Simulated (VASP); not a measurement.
# Nb16O (a cell with a defect) in VASP: single point with r2SCAN

Aim: the single point of Nb16O (a cell with a defect) with r2SCAN.

Everything below comes from runs of VASP 6.6.1. Logs are shortened: lines on timing, memory, paths and dates and some standing lists are left out, and cuts for length are marked.

**1. The cell of the first run**

The cell holds a defect, 17 atoms: a = 6.617 Å, b = 6.617 Å, c = 6.617 Å, α = 90.00°, β = 90.00°, γ = 90.00°.

**2. Single point, r2SCAN**

POSCAR

```
Nb16O
1.0
    6.6171497900      0.0000000000      0.0000000000
    0.0000000000      6.6171497900      0.0000000000
    0.0000000000      0.0000000000      6.6171497900
Nb O
16 1
Direct
    0.0050936100     -0.0077276700     -0.0005541500
    0.2502180100      0.2505089700      0.2504237800
    0.0063454000     -0.0051423600      0.4995092500
    0.2502450200      0.2506650400      0.7496632200
   -0.0000745200      0.4997865700      0.0002340000
    0.2504824800      0.7581789700      0.2451852800
    0.0225197300      0.5113497600      0.4997477400
    0.2505253200      0.7580945900      0.7548100400
    0.4954306000     -0.0077802000     -0.0005838800
    0.7503763400      0.2389385500      0.2276617900
    0.4945593700     -0.0052563700      0.4995080600
    0.7502920500      0.2388905700      0.7719552300
    0.5006974000      0.4996630700      0.0002141300
    0.7504737600      0.7555547100      0.2435597100
    0.4783348100      0.5112877700      0.4998401200
    0.7504885900      0.7556071100      0.7554121400
    0.7504636500      0.3750759500      0.4998930500
```

INCAR.step1

```
SYSTEM = Nb16O
PREC     = Accurate       ! precision mode
ENCUT    = 520            ! plane-wave cutoff, eV
ISMEAR   = 1              ! smearing method
SIGMA    = 0.1            ! smearing width, eV
LREAL    = Auto         
LASPH    = .True.         ! aspherical terms in the spheres
NELM     = 80             ! most SCF steps
NBANDS   = 121            ! bands
GGA      = PE             ! functional
ALGO     = Normal         ! electronic algorithm
EDIFF    = 1E-4           ! SCF threshold, eV
LWAVE    = .True.         ! write WAVECAR
LCHARG   = .False.        ! write CHGCAR
```

INCAR.step2

```
SYSTEM = Nb16O
PREC     = Accurate       ! precision mode
ENCUT    = 520            ! plane-wave cutoff, eV
EDIFF    = 1E-6           ! SCF threshold, eV
ISMEAR   = 1              ! smearing method
SIGMA    = 0.1            ! smearing width, eV
LREAL    = Auto         
LASPH    = .True.         ! aspherical terms in the spheres
NELM     = 80             ! most SCF steps
ALGO     = Normal         ! electronic algorithm
ISIF     = 2              ! what is computed and relaxed
LWAVE    = .False.        ! write WAVECAR
LCHARG   = .False.        ! write CHGCAR
METAGGA  = R2SCAN         ! meta-GGA
LMIXTAU  = .True.       
NBANDS   = 121            ! bands
ISTART   = 1
```

KPOINTS

```
Automatic mesh
0
Gamma
  3 3 3
  0 0 0
```

Potentials or basis: VASP PAW PBE potentials, release 64 (Nb_sv, O).

On the command line:

```
> cat potpaw_PBE.64/Nb_sv/POTCAR potpaw_PBE.64/O/POTCAR > POTCAR
> cp INCAR.step1 INCAR
> mpirun -np 1 vasp_std > vasp.out
> cp INCAR.step2 INCAR
> mpirun -np 1 vasp_std > vasp.out
```

OUTCAR:

```text
SYSTEM = Nb16O
   PREC = Accurate
   ENCUT = 520
   EDIFF = 1E-6
   ISMEAR = 1
   LREAL = Auto
   LASPH = .True.
   NELM = 80
   ISIF = 2
   METAGGA = R2SCAN
   ISTART = 1

 ion  position               nearest neighbor table
   1  0.005  0.992  0.999-   8 2.77   6 2.77  12 2.79  10 2.79  16 2.81  14 2.81   4 2.88   2 2.88

   2  0.250  0.251  0.250-   7 2.82  15 2.82   3 2.86  11 2.86   5 2.86  13 2.86   1 2.88   9 2.88

   3  0.006  0.995  0.500-   6 2.81   8 2.81   2 2.86   4 2.87  16 2.87  14 2.87  10 2.95  12 2.95

   4  0.250  0.251  0.750-   7 2.83  15 2.83   3 2.87  13 2.87   5 2.87  11 2.87   1 2.88   9 2.88

   5  1.000  0.500  0.000-  10 2.82  12 2.83  14 2.86   2 2.86   4 2.87  16 2.87   6 2.88   8 2.88

   6  0.250  0.758  0.245-   9 2.77   1 2.77   7 2.79  15 2.79  11 2.81   3 2.81  13 2.88   5 2.88

   7  0.023  0.511  0.500-  17 2.01   6 2.79   8 2.79   2 2.82   4 2.83  16 2.95  14 2.95  15 3.02

   8  0.251  0.758  0.755-   9 2.77   1 2.77  15 2.79   7 2.79  11 2.81   3 2.81  13 2.88   5 2.88

   9  0.495  0.992  0.999-   8 2.77   6 2.77  12 2.79  10 2.79  16 2.81  14 2.81   4 2.88   2 2.88

  10  0.750  0.239  0.228-  17 2.01   1 2.79   9 2.79   5 2.82  13 2.82  11 2.95   3 2.95  12 3.02

  11  0.495  0.995  0.500-   6 2.81   8 2.81   2 2.86   4 2.87  16 2.87  14 2.87  10 2.95  12 2.95

  12  0.750  0.239  0.772-  17 2.01   1 2.79   9 2.79  13 2.83   5 2.83  11 2.95   3 2.95  10 3.02

  13  0.501  0.500  0.000-  10 2.82  12 2.83  14 2.86   2 2.86   4 2.87  16 2.87   6 2.88   8 2.88

  14  0.750  0.756  0.244-   1 2.81   9 2.81   5 2.86  13 2.86  11 2.87   3 2.87   7 2.95  15 2.95

  15  0.478  0.511  0.500-  17 2.01   6 2.79   8 2.79   2 2.82   4 2.83  16 2.95  14 2.95   7 3.02

  16  0.750  0.756  0.755-   1 2.81   9 2.81   5 2.87  13 2.87  11 2.87   3 2.87   7 2.95  15 2.95

  17  0.750  0.375  0.500-  12 2.01   7 2.01  15 2.01  10 2.01

  LATTYP: Found a simple cubic cell.
 ALAT       =     6.6171497900

  Lattice vectors:

 A1 = (   6.6171497900,   0.0000000000,   0.0000000000)
 A2 = (   0.0000000000,   6.6171497900,   0.0000000000)
 A3 = (   0.0000000000,   0.0000000000,   6.6171497900)

Analysis of symmetry for initial positions (statically):
=====================================================================
 Subroutine PRICEL returns:
 Original cell was already a primitive cell.

 Routine SETGRP: Setting up the symmetry group for a
 simple cubic supercell.

 Subroutine GETGRP returns: Found  1 space group operations
 (whereof  1 operations were pure point group operations)
 out of a pool of 48 trial point group operations.

The static configuration has the point symmetry C_1 .

Analysis of symmetry for dynamics (positions and initial velocities):
=====================================================================
 Subroutine PRICEL returns:
 Original cell was already a primitive cell.

 Routine SETGRP: Setting up the symmetry group for a
 simple cubic supercell.

 Subroutine GETGRP returns: Found  1 space group operations
 (whereof  1 operations were pure point group operations)
 out of a pool of 48 trial point group operations.

The dynamic configuration has the point symmetry C_1 .

 Subroutine INISYM returns: Found  1 space group operations
 (whereof  1 operations are pure point group operations),
 and found     1 'primitive' translations

----------------------------------------------------------------------------------------

                                     Primitive cell

  volume of cell :     289.7430

  direct lattice vectors                    reciprocal lattice vectors
     6.617149790  0.000000000  0.000000000     0.151122467  0.000000000  0.000000000
     0.000000000  6.617149790  0.000000000     0.000000000  0.151122467  0.000000000
     0.000000000  0.000000000  6.617149790     0.000000000  0.000000000  0.151122467

  length of vectors
     6.617149790  6.617149790  6.617149790     0.151122467  0.151122467  0.151122467

  position of ions in fractional coordinates (direct lattice)
     0.005093610  0.992272330  0.999445850
     0.250218010  0.250508970  0.250423780
     0.006345400  0.994857640  0.499509250
     0.250245020  0.250665040  0.749663220
     0.999925480  0.499786570  0.000234000
     0.250482480  0.758178970  0.245185280
[... 9 lines left out ...]
     0.750488590  0.755607110  0.755412140
     0.750463650  0.375075950  0.499893050

  ion indices of the primitive-cell ions
   primitive index   ion index
                 1           1
                 2           2
                 3           3
                 4           4
                 5           5
                 6           6
[... 9 lines left out ...]
                16          16
                17          17

----------------------------------------------------------------------------------------

 KPOINTS: Automatic mesh

Automatic generation of k-mesh.
 Grid dimensions read from file:
 generate k-points for:    3    3    3

 Generating k-lattice:

  Cartesian coordinates                     Fractional coordinates (reciprocal lattice)
     0.050374156  0.000000000  0.000000000     0.333333333  0.000000000  0.000000000
     0.000000000  0.050374156  0.000000000     0.000000000  0.333333333  0.000000000
     0.000000000  0.000000000  0.050374156     0.000000000  0.000000000  0.333333333

  Length of vectors
     0.050374156  0.050374156  0.050374156

  Shift w.r.t. Gamma in fractional coordinates (k-lattice)
     0.000000000  0.000000000  0.000000000

 Subroutine IBZKPT returns following result:
 ===========================================

 Found     14 irreducible k-points:

 Following reciprocal coordinates:
            Coordinates               Weight
  0.000000  0.000000  0.000000      1.000000
  0.333333  0.000000  0.000000      2.000000
  0.000000  0.333333  0.000000      2.000000
  0.000000  0.000000  0.333333      2.000000
  0.333333  0.333333  0.000000      2.000000
  0.000000  0.333333  0.333333      2.000000
  0.333333  0.000000  0.333333      2.000000
 -0.333333  0.333333  0.000000      2.000000
 -0.333333  0.000000  0.333333      2.000000
  0.000000 -0.333333  0.333333      2.000000
  0.333333  0.333333  0.333333      2.000000
 -0.333333  0.333333  0.333333      2.000000
 -0.333333 -0.333333  0.333333      2.000000
  0.333333 -0.333333  0.333333      2.000000
   k-points           NKPTS =     14   k-points in BZ     NKDIM =     14   number of bands    NBANDS=    121
   number of dos      NEDOS =    301   number of ions     NIONS =     17
   total plane-waves  NPLWV = 125000
   dimension x,y,z NGX =    50 NGY =   50 NGZ =   50
   dimension x,y,z NGXF=   100 NGYF=  100 NGZF=  100
   ions per type =              16   1
   NGX,Y,Z   is equivalent  to a cutoff of  12.56, 12.56, 12.56 a.u.
   NGXF,Y,Z  is equivalent  to a cutoff of  25.12, 25.12, 25.12 a.u.
 SYSTEM =  Nb16O
   PREC   = accura    normal or accurate (medium, high low for compatibility)
   ISTART =      1    job   : 0-new  1-cont  2-samecut
   ICHARG =      0    charge: 1-file 2-atom 10-const
   ISPIN  =      1    spin polarized calculation?
   LNONCOLLINEAR =      F non collinear calculations
   LSORBIT =      F    spin-orbit coupling
   LASPH  =      T    aspherical Exc in radial PAW
   ENCUT  =  520.0 eV  38.22 Ry    6.18 a.u.  12.30 12.30 12.30*2*pi/ulx,y,z
   NELM   =     80;   NELMIN=  2; NELMDL=  0     # of ELM steps
   EDIFF  = 0.1E-05   stopping-criterion for ELM
   LREAL  =      T    real-space projection
   EDIFFG = 0.1E-04   stopping-criterion for IOM
   NSW    =      0    number of steps for IOM
   IBRION =     -1    ionic relax: 0-MD 1-quasi-New 2-CG
   NFREE  =      0    steps in history (QN), initial steepest desc. (CG)
   ISIF   =      2    stress and relaxation
   ISYM   =      2    0-nonsym 1-usesym 2-fastsym
   POTIM  = 0.5000    time-step for ionic-motion
   TEBEG  =    0.0;   TEEND  =   0.0 temperature during run
   PSTRESS=    0.0 pullay stress
   NELECT =     214.0000    total number of electrons
   NUPDOWN=      -1.0000    fix difference up-down
   EMIN   =  10.00;   EMAX   =-10.00  energy-range for DOS
   EFERMI =   0.00;   METHOD = LEGACY
   ISMEAR =     1;   SIGMA  =   0.10  broadening in eV -4-tet -1-fermi 0-gaus
   EFERMI_NEDOS =   21; number of points for ismear=-14 and -15
   IALGO  =     38    algorithm
   IMIX   =      4    mixing-type and parameters
     AMIX     =   0.40;   BMIX     =  1.00
     AMIX_MAG =   1.60;   BMIX_MAG =  1.00
  volume/ion in A,a.u.               =      17.04       115.02
  Fermi-wavevector in a.u.,A,eV,Ry     =   1.479819  2.796452 29.794893  2.189863
  Thomas-Fermi vector in A             =   2.593929
   LORBIT       =      0    0 simple, 1 ext, 2 COOP (PROOUT), +10 PAW based schemes
   METAGGA = R2SCAN    functional components
   LHFCALC =     F    Hartree Fock is set to
   AEXX    =    0.0000 exact exchange contribution
   IVDW    =     0    specifies the selected vdW correction
   LEPSILON=     F    determine dielectric tensor
   LRPA    =     F    only Hartree local field effects (RPA)
 non-spin polarized calculation
 Methfessel and Paxton  Order N= 1 SIGMA  =   0.10
  energy-cutoff  :      520.00
  volume of cell :      289.74
 maximum number of plane-waves:      7814
 NGX is ok and might be reduce to    50
   NGX = 25   NGY = 25   NGZ = 25

 number of electron     214.0000009 magnetization

 Free energy of the ion-electron system (eV)
  ---------------------------------------------------
  ext. energy  EPLUGINS =         0.00000000
  ---------------------------------------------------
  free energy    TOTEN  =      -406.51594930 eV

  energy without entropy =     -406.50217892  energy(sigma->0) =     -406.51135917

 E-fermi :  11.4718     XC(G=0): -13.6864

 val. band max:       11.4623263068   @ k =   0.3333   0.0000   0.0000
 cond. band min:      11.4882425522   @ k =  -0.3333  -0.3333   0.3333
 fundamental gap:      0.0259162455
 Fermi energy:        11.4717928597

 k-point     1 :       0.0000    0.0000    0.0000
  band No.  band energies     occupation
      1     -44.9716      2.00000
      2     -44.8897      2.00000
      3     -44.8623      2.00000
      4     -44.8616      2.00000
      5     -44.6779      2.00000
      6     -44.5785      2.00000
[... 111 lines left out ...]
    118      13.4868      0.00000
    119      13.5783      0.00000
[... 1584 lines left out ...]
    118      13.7906      0.00000
    119      13.9011      0.00000
 [bands above 119 left out]

------------------------ aborting loop because EDIFF is reached ----------------------------------------

  FORCE on cell =-STRESS in cart. coord.  units (eV):
  Direction    XX          YY          ZZ          XY          YZ          ZX
  --------------------------------------------------------------------------------------
  -------------------------------------------------------------------------------------
  Total       10.9525495      5.4128895     10.9647528     -0.0033292     -0.0296036     -0.0027064
  in kB       60.5637714     29.9313873     60.6312512     -0.0184094     -0.1636976     -0.0149656
  external PRESSURE =      50.3754700 kB  Pullay stress =       0.0000000 kB

 VOLUME and BASIS-vectors are now :
 -----------------------------------------------------------------------------
  energy-cutoff  :      520.00
  volume of cell :      289.74
      direct lattice vectors                 reciprocal lattice vectors
     6.617149790  0.000000000  0.000000000     0.151122467  0.000000000  0.000000000
     0.000000000  6.617149790  0.000000000     0.000000000  0.151122467  0.000000000
     0.000000000  0.000000000  6.617149790     0.000000000  0.000000000  0.151122467

 POSITION                                       TOTAL-FORCE (eV/Angst)
 -----------------------------------------------------------------------------------
      0.03371      6.56601      6.61348        -0.007098     -0.014474      0.014102
      1.65573      1.65766      1.65709         0.008108      0.037688      0.038189
      0.04199      6.58312      3.30533         0.032051     -0.019052      0.013451
      1.65591      1.65869      4.96063         0.006214      0.032821     -0.059512
      6.61666      3.30716      0.00155        -0.044101     -0.031612     -0.019650
      1.65748      5.01698      1.62243        -0.002947      0.009211     -0.002835
[... 9 lines left out ...]
      4.96610      4.99997      4.99868        -0.004566      0.009079      0.036843
      4.96593      2.48193      3.30787        -0.001240     -0.008059     -0.005262
 -----------------------------------------------------------------------------------
    total drift:                               -0.000374     -0.000307     -0.000040

  FREE ENERGIE OF THE ION-ELECTRON SYSTEM (eV)
  ---------------------------------------------------
  free  energy   TOTEN  =      -406.5159492961 eV

  energy  without entropy=     -406.5021789208  energy(sigma->0) =     -406.51135917
```

Run time: 64 min. Hardware: 1 thread of Oxide Virtual Turin-like, shared host; peak memory 0.53 GiB.

Results:

```yaml
Free_energy: -406.5159 eV
Pressure: 5.0 GPa
Largest_force: 0.068 eV/Å
Band_gap_on_the_k_mesh: zero (bands 107 and 108 overlap by 1.24 eV)
```

Forces in eV/Å, atoms in the order of the input:
```
Nb  -0.007 -0.014  0.014
Nb   0.008  0.038  0.038
Nb   0.032 -0.019  0.013
Nb   0.006  0.033 -0.060
Nb  -0.044 -0.032 -0.020
Nb  -0.003  0.009 -0.003
Nb  -0.037 -0.033  0.017
Nb  -0.008  0.007 -0.032
Nb   0.021 -0.011  0.018
Nb  -0.007  0.036  0.038
Nb  -0.036 -0.016  0.014
Nb  -0.001  0.049 -0.040
Nb   0.048 -0.027 -0.018
Nb  -0.004  0.015 -0.023
Nb   0.036 -0.035  0.011
Nb  -0.005  0.009  0.037
O   -0.001 -0.008 -0.005
```

Caveat: the PAW data sets were made with another functional, which shifts forces and pressure a little.

The gap in the log of VASP goes by the Fermi energy; the results here count the filled bands.